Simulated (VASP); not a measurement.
# CdS (F-43m) in VASP: further runs

The runs below take CdS through single point, relaxation of cell and atoms, with LDA.

Everything below comes from runs of VASP 6.6.1. Logs are shortened: lines on timing, memory, paths and dates and some standing lists are left out, and cuts for length are marked.

**1. The cell of the first run**

It takes space group F-43m (No. 216, cubic). Conventional cell: a = 5.730 Å, b = 5.730 Å, c = 5.730 Å, α = 90.00°, β = 90.00°, γ = 90.00°. Within 3.3 Å of Cd (site symmetry -43m) lie 4 S at 2.48 Å. Within 3.3 Å of S (site symmetry -43m) lie 4 Cd at 2.48 Å.

**2. Single point, LDA**

INCAR reads:

```
SYSTEM = CdS
ALGO = Normal
EDIFF = 1E-6
ENCUT = 520
GGA = CA
ISIF = 2
ISMEAR = 0
LASPH = .TRUE.
LCHARG = .FALSE.
LREAL = .FALSE.
LWAVE = .FALSE.
NBANDS = 16
NELM = 100
PREC = Accurate
SIGMA = 0.01
```

KPOINTS reads:

```
k-points
0
G
  8 8 8
  0 0 0
```

POSCAR reads:

```
CdS
1.0
    0.0000000000      2.8648443259      2.8648443259
    2.8648443259      0.0000000000      2.8648443259
    2.8648443259      2.8648443259      0.0000000000
Cd S
1 1
Direct
    0.0000000000      0.0000000000      0.0000000000
    0.7500000000      0.7500000000      0.7500000000
```

Potentials or basis: VASP PAW LDA potentials, release 64 (Cd, S).

Command:

```bash
> cat potpaw_LDA.64/Cd/POTCAR potpaw_LDA.64/S/POTCAR > POTCAR
> mpirun -np 1 vasp_std > vasp.out
```

OUTCAR:

```text
SYSTEM = CdS
   EDIFF = 1E-6
   ENCUT = 520
   GGA = CA
   ISIF = 2
   ISMEAR = 0
   LASPH = .TRUE.
   LREAL = .FALSE.
   NELM = 100
   PREC = Accurate

 ion  position               nearest neighbor table
   1  0.000  0.000  0.000-   2 2.48   2 2.48   2 2.48   2 2.48
   2  0.750  0.750  0.750-   1 2.48   1 2.48   1 2.48   1 2.48

  LATTYP: Found a face centered cubic cell.
 ALAT       =     5.7296886518

  Lattice vectors:

 A1 = (   0.0000000000,   2.8648443259,   2.8648443259)
 A2 = (   2.8648443259,   0.0000000000,   2.8648443259)
 A3 = (   2.8648443259,   2.8648443259,   0.0000000000)

Analysis of symmetry for initial positions (statically):
=====================================================================
 Subroutine PRICEL returns:
 Original cell was already a primitive cell.

 Routine SETGRP: Setting up the symmetry group for a
 face centered cubic supercell.

 Subroutine GETGRP returns: Found 24 space group operations
 (whereof 24 operations were pure point group operations)
 out of a pool of 48 trial point group operations.

The static configuration has the point symmetry T_d .

Analysis of symmetry for dynamics (positions and initial velocities):
=====================================================================
 Subroutine PRICEL returns:
 Original cell was already a primitive cell.

 Routine SETGRP: Setting up the symmetry group for a
 face centered cubic supercell.

 Subroutine GETGRP returns: Found 24 space group operations
 (whereof 24 operations were pure point group operations)
 out of a pool of 48 trial point group operations.

The dynamic configuration has the point symmetry T_d .

 Subroutine INISYM returns: Found 24 space group operations
 (whereof 24 operations are pure point group operations),
 and found     1 'primitive' translations

----------------------------------------------------------------------------------------

                                     Primitive cell

  volume of cell :      47.0255

  direct lattice vectors                    reciprocal lattice vectors
     0.000000000  2.864844326  2.864844326    -0.174529553  0.174529553  0.174529553
     2.864844326  0.000000000  2.864844326     0.174529553 -0.174529553  0.174529553
     2.864844326  2.864844326  0.000000000     0.174529553  0.174529553 -0.174529553

  length of vectors
     4.051501700  4.051501700  4.051501700     0.302294053  0.302294053  0.302294053

  position of ions in fractional coordinates (direct lattice)
     0.000000000  0.000000000  0.000000000
     0.750000000  0.750000000  0.750000000

[... 77 lines left out ...]
   LREAL  =      F    real-space projection
   EDIFFG = 0.1E-04   stopping-criterion for IOM
   NSW    =      0    number of steps for IOM
   IBRION =     -1    ionic relax: 0-MD 1-quasi-New 2-CG
   NFREE  =      0    steps in history (QN), initial steepest desc. (CG)
   ISIF   =      2    stress and relaxation
   ISYM   =      2    0-nonsym 1-usesym 2-fastsym
   POTIM  = 0.5000    time-step for ionic-motion
   TEBEG  =    0.0;   TEEND  =   0.0 temperature during run
   PSTRESS=    0.0 pullay stress
   NELECT =      18.0000    total number of electrons
   NUPDOWN=      -1.0000    fix difference up-down
   EMIN   =  10.00;   EMAX   =-10.00  energy-range for DOS
   EFERMI =   0.00;   METHOD = LEGACY
   ISMEAR =     0;   SIGMA  =   0.01  broadening in eV -4-tet -1-fermi 0-gaus
   EFERMI_NEDOS =   21; number of points for ismear=-14 and -15
   IALGO  =     38    algorithm
   IMIX   =      4    mixing-type and parameters
     AMIX     =   0.40;   BMIX     =  1.00
     AMIX_MAG =   1.60;   BMIX_MAG =  1.00
  volume/ion in A,a.u.               =      23.51       158.67
  Fermi-wavevector in a.u.,A,eV,Ry     =   1.188652  2.246226 19.223577  1.412893
  Thomas-Fermi vector in A             =   2.324777
   LORBIT       =      0    0 simple, 1 ext, 2 COOP (PROOUT), +10 PAW based schemes
   GGA     = CA    functional components
   LHFCALC =     F    Hartree Fock is set to
   AEXX    =    0.0000 exact exchange contribution
   IVDW    =     0    specifies the selected vdW correction
   LEPSILON=     F    determine dielectric tensor
   LRPA    =     F    only Hartree local field effects (RPA)
 non-spin polarized calculation
 Gauss-broadening in eV      SIGMA  =   0.01
  energy-cutoff  :      520.00
  volume of cell :       47.03
 maximum number of plane-waves:      1283
   NGX = 15   NGY = 15   NGZ = 15

 number of electron      18.0000006 magnetization

 Free energy of the ion-electron system (eV)
  ---------------------------------------------------
  ext. energy  EPLUGINS =         0.00000000
  ---------------------------------------------------
  free energy    TOTEN  =        -7.40221361 eV

  energy without entropy =       -7.40221361  energy(sigma->0) =       -7.40221361

 E-fermi :   1.7124     XC(G=0):  -9.8317

 val. band max:        1.6142407844   @ k =   0.0000   0.0000   0.0000
 cond. band min:       2.6212575174   @ k =   0.0000   0.0000   0.0000
 fundamental gap:      1.0070167330
 Fermi energy:         1.7123830970

 k-point     1 :       0.0000    0.0000    0.0000
  band No.  band energies     occupation
      1     -11.0910      2.00000
      2      -6.3854      2.00000
      3      -6.3854      2.00000
      4      -6.3854      2.00000
      5      -5.8240      2.00000
      6      -5.8240      2.00000
[... 433 lines left out ...]
      3      -6.1521      2.00000
      4      -5.8606      2.00000
      5      -5.7939      2.00000
      6      -5.2530      2.00000
[... 8 lines left out ...]
     15      13.8781      0.00000
     16      14.8681      0.00000

 [... further k-points ...]

------------------------ aborting loop because EDIFF is reached ----------------------------------------

  FORCE on cell =-STRESS in cart. coord.  units (eV):
  Direction    XX          YY          ZZ          XY          YZ          ZX
  --------------------------------------------------------------------------------------
  -------------------------------------------------------------------------------------
  Total        0.4621657      0.4621657      0.4621657      0.0000000      0.0000000      0.0000000
  in kB       15.7461791     15.7461791     15.7461791      0.0000000      0.0000000      0.0000000
  external PRESSURE =      15.7461791 kB  Pullay stress =       0.0000000 kB

 VOLUME and BASIS-vectors are now :
 -----------------------------------------------------------------------------
  energy-cutoff  :      520.00
  volume of cell :       47.03
      direct lattice vectors                 reciprocal lattice vectors
     0.000000000  2.864844326  2.864844326    -0.174529553  0.174529553  0.174529553
     2.864844326  0.000000000  2.864844326     0.174529553 -0.174529553  0.174529553
     2.864844326  2.864844326  0.000000000     0.174529553  0.174529553 -0.174529553

 POSITION                                       TOTAL-FORCE (eV/Angst)
 -----------------------------------------------------------------------------------
      0.00000      0.00000      0.00000         0.000000      0.000000      0.000000
      4.29727      4.29727      4.29727        -0.000000     -0.000000     -0.000000
 -----------------------------------------------------------------------------------
    total drift:                                0.000000      0.000000      0.000000

  FREE ENERGIE OF THE ION-ELECTRON SYSTEM (eV)
  ---------------------------------------------------
  free  energy   TOTEN  =        -7.4022136068 eV

  energy  without entropy=       -7.4022136068  energy(sigma->0) =       -7.40221361
```

OSZICAR:

```text
N       E                     dE             d eps       ncg     rms          rms(c)
DAV:   1     0.112613919031E+03    0.11261E+03   -0.92225E+03   936   0.105E+03
DAV:   2    -0.350922936532E+01   -0.11612E+03   -0.10864E+03  1120   0.260E+02
DAV:   3    -0.789145954903E+01   -0.43822E+01   -0.43742E+01  1152   0.525E+01
DAV:   4    -0.791742928013E+01   -0.25970E-01   -0.25968E-01  1192   0.400E+00
DAV:   5    -0.791775453499E+01   -0.32525E-03   -0.32525E-03  1128   0.420E-01    0.913E+00
DAV:   6    -0.743493572772E+01    0.48282E+00   -0.76208E-01  1440   0.121E+01    0.710E+00
DAV:   7    -0.740746018524E+01    0.27476E-01   -0.16592E-01  1184   0.295E+00    0.320E+00
DAV:   8    -0.740264632447E+01    0.48139E-02   -0.18429E-02  1048   0.173E+00    0.270E-01
DAV:   9    -0.740222215973E+01    0.42416E-03   -0.21002E-03  1232   0.735E-01    0.487E-02
DAV:  10    -0.740220750287E+01    0.14657E-04   -0.17189E-04  1080   0.171E-01    0.527E-02
DAV:  11    -0.740221735088E+01   -0.98480E-05   -0.41852E-05  1216   0.642E-02    0.144E-02
DAV:  12    -0.740221352358E+01    0.38273E-05   -0.14648E-05  1360   0.534E-02    0.729E-03
DAV:  13    -0.740221360677E+01   -0.83190E-07   -0.99823E-07   728   0.817E-03
   1 F= -.74022136E+01 E0= -.74022136E+01  d E =-.487826E-46
```

stdout:

```text
POSCAR found type information on POSCAR CdS
 POSCAR found :  2 types and       2 ions
 scaLAPACK will be used
 LDA part: xc-table for (Slater(with rela. corr.)+CA(PZ))
 , standard interpolation
 POSCAR, INCAR and KPOINTS ok, starting setup
 FFT: planning ... GRIDC
 FFT: planning ... GRID_SOFT
 FFT: planning ... GRID
 WAVECAR not read
 entering main loop
```

Wall time 37 s (1 thread of Intel Xeon 8259CL, shared host); peak memory 0.15 GiB.

Results:

- Free energy: -7.4022 eV
- Pressure: 1.6 GPa
- Band gap on the k mesh: 1.01 eV

**3. Relaxation of cell and atoms, LDA, target pressure 1 GPa, at which the enthalpy is minimised**

This run uses another cell than the first one, of 23.84 Å³/atom.

INCAR reads:

```
SYSTEM = CdS
PREC = Accurate
ENCUT = 600
EDIFF = 1E-6
ISMEAR = 0
SIGMA = 0.01
LREAL = .False.
LASPH = .True.
NELM = 100
ALGO = Normal
ISIF = 3
LWAVE = .False.
LCHARG = .False.
IBRION = 2
NSW = 100
EDIFFG = -0.002
PSTRESS = 10.0
```

KPOINTS reads:

```
Automatic mesh
0
Gamma
  8 8 8
  0 0 0
```

POSCAR reads:

```
CdS
1.0
    0.0000000000      2.8782620995      2.8782620995
    2.8782620995      0.0000000000      2.8782620995
    2.8782620995      2.8782620995      0.0000000000
Cd S
1 1
Direct
    0.0000000000      0.0000000000      0.0000000000
    0.7500000000      0.7500000000      0.7500000000
```

Potentials or basis: VASP PAW LDA potentials, release 64 (Cd, S).

Command:

```bash
> cat potpaw_LDA.64/Cd/POTCAR potpaw_LDA.64/S/POTCAR > POTCAR
> mpirun -np 1 vasp_std > vasp.out
```

OUTCAR:

```text
SYSTEM = CdS
   PREC = Accurate
   ENCUT = 600
   EDIFF = 1E-6
   ISMEAR = 0
   LREAL = .False.
   LASPH = .True.
   NELM = 100
   ISIF = 3
   IBRION = 2
   NSW = 100
   EDIFFG = -0.002
   PSTRESS = 10.0

 ion  position               nearest neighbor table
   1  0.000  0.000  0.000-   2 2.49   2 2.49   2 2.49   2 2.49
   2  0.750  0.750  0.750-   1 2.49   1 2.49   1 2.49   1 2.49

  LATTYP: Found a face centered cubic cell.
 ALAT       =     5.7565241990

  Lattice vectors:

 A1 = (   0.0000000000,   2.8782620995,   2.8782620995)
 A2 = (   2.8782620995,   0.0000000000,   2.8782620995)
 A3 = (   2.8782620995,   2.8782620995,   0.0000000000)

Analysis of symmetry for initial positions (statically):
=====================================================================
 Subroutine PRICEL returns:
 Original cell was already a primitive cell.

 Routine SETGRP: Setting up the symmetry group for a
 face centered cubic supercell.

 Subroutine GETGRP returns: Found 24 space group operations
 (whereof 24 operations were pure point group operations)
 out of a pool of 48 trial point group operations.

The static configuration has the point symmetry T_d .

Analysis of symmetry for dynamics (positions and initial velocities):
=====================================================================
 Subroutine PRICEL returns:
 Original cell was already a primitive cell.

 Routine SETGRP: Setting up the symmetry group for a
[... 231 lines left out ...]

 number of electron      18.0000001 magnetization

 Free energy of the ion-electron system (eV)
  ---------------------------------------------------
  ext. energy  EPLUGINS =         0.00000000
  ---------------------------------------------------
  free energy    TOTEN  =        -7.40509499 eV

  energy without entropy =       -7.40509499  energy(sigma->0) =       -7.40509499

 E-fermi :   1.5987     XC(G=0):  -9.7980

 val. band max:        1.5454464147   @ k =   0.0000   0.0000   0.0000
 cond. band min:       2.5373234960   @ k =   0.0000   0.0000   0.0000
 fundamental gap:      0.9918770813
 Fermi energy:         1.5987092546

 k-point     1 :       0.0000    0.0000    0.0000
  band No.  band energies     occupation
      1     -11.1101      2.00000
      2      -6.4220      2.00000
      3      -6.4220      2.00000
      4      -6.4220      2.00000
      5      -5.8716      2.00000
      6      -5.8716      2.00000
      7       1.5454      2.00000
      8       1.5454      2.00000
      9       1.5454      2.00000
     10       2.5373      0.00000
     11       7.8918      0.00000
     12       7.8918      0.00000
     13       7.8918      0.00000
[... 354 lines left out ...]
  band No.  band energies     occupation
      1     -10.5469      2.00000
      2      -6.2401      2.00000
      3      -6.1928      2.00000
      4      -5.9069      2.00000
      5      -5.8418      2.00000
      6      -5.3101      2.00000
      7      -2.9415      2.00000
      8      -0.6015      2.00000
      9       0.1817      2.00000
     10       5.8693      0.00000
     11       7.1348      0.00000
     12       8.6743      0.00000
     13       9.8186      0.00000

 [... further k-points ...]

------------------------ aborting loop because EDIFF is reached ----------------------------------------

  FORCE on cell =-STRESS in cart. coord.  units (eV):
  Direction    XX          YY          ZZ          XY          YZ          ZX
  --------------------------------------------------------------------------------------
  -------------------------------------------------------------------------------------
  Total        0.2964485      0.2964485      0.2964485      0.0000000      0.0000000      0.0000000
  in kB       10.0267777     10.0267777     10.0267777      0.0000000      0.0000000      0.0000000
  external PRESSURE =       0.0267777 kB  Pullay stress =      10.0000000 kB
[... 21 lines left out ...]
  energy  without entropy=       -7.4050949885  energy(sigma->0) =       -7.40509499

  enthalpy is  TOTEN    =        -7.1094382092 eV   P V=        0.2956567793

 reached required accuracy - stopping structural energy minimisation
```

CONTCAR:

```text
CdS
   1.00000000000000
    -0.0000000000000000    2.8718129053583725    2.8718129053583725
     2.8718129053583725   -0.0000000000000000    2.8718129053583725
     2.8718129053583725    2.8718129053583725   -0.0000000000000000
  Cd              S
     1     1
Direct
     0.0000000000000000    0.0000000000000000    0.0000000000000000
     0.7500000000000000    0.7500000000000000    0.7500000000000000

  0.00000000E+00  0.00000000E+00  0.00000000E+00
  0.00000000E+00  0.00000000E+00  0.00000000E+00
```

Wall time 77 s (1 thread of Intel Xeon 8259CL, shared host); peak memory 0.19 GiB.

What came out:

| Quantity | Value |
| --- | --- |
| Free energy | -7.4051 eV |
| Relaxed volume | 23.68 Å³/atom |
| Relaxed cell | a = 4.061 Å, b = 4.061 Å, c = 4.061 Å, α = 60.00°, β = 60.00°, γ = 60.00° |
| Space group after relaxing (to 0.1 Å) | F-43m (No. 216) |
| Energy change on relaxing (the run minimises the enthalpy) | +0.8 meV/atom |
| Ionic steps | 3 |
| Pressure after relaxing | 1.0 GPa |
| Band gap on the k mesh | 0.99 eV |

Step by step:
```tsv
step	energy change (eV)	largest force (eV/Å)	pressure (GPa)	volume (Å³)
1	0.0000	0.0000	0.53	47.69
2	0.0027	0.0000	1.25	47.20
3	0.0015	0.0000	1.00	47.37
```

Final structure:
```
Cd S
1.0
     0.00000    2.87181    2.87181
     2.87181    0.00000    2.87181
     2.87181    2.87181    0.00000
Cd S
1 1
Direct
  0.00000 0.00000 0.00000
  0.75000 0.75000 0.75000
```

Levels at points of the mesh, in eV from the valence-band top:
```csv
k point,band 5,band 6,band 7,band 8,band 9,band 10,band 11,band 12,band 13
"(0.00, 0.00, 0.00)",-7.42,-7.42,0.00,0.00,0.00,0.99,6.35,6.35,6.35
"(0.50, 0.00, 0.00)",-7.37,-6.99,-4.81,-0.84,-0.84,2.85,6.84,6.84,7.36
"(0.50, 0.50, 0.00)",-7.31,-6.92,-4.26,-2.09,-2.09,3.23,4.21,9.16,10.82
```

Caveat: the cell is relaxed towards a set pressure, so the run minimises the enthalpy, not the energy. Zero-point motion and thermal expansion aren't in these numbers.

(Part 1 of 2 ends here.)
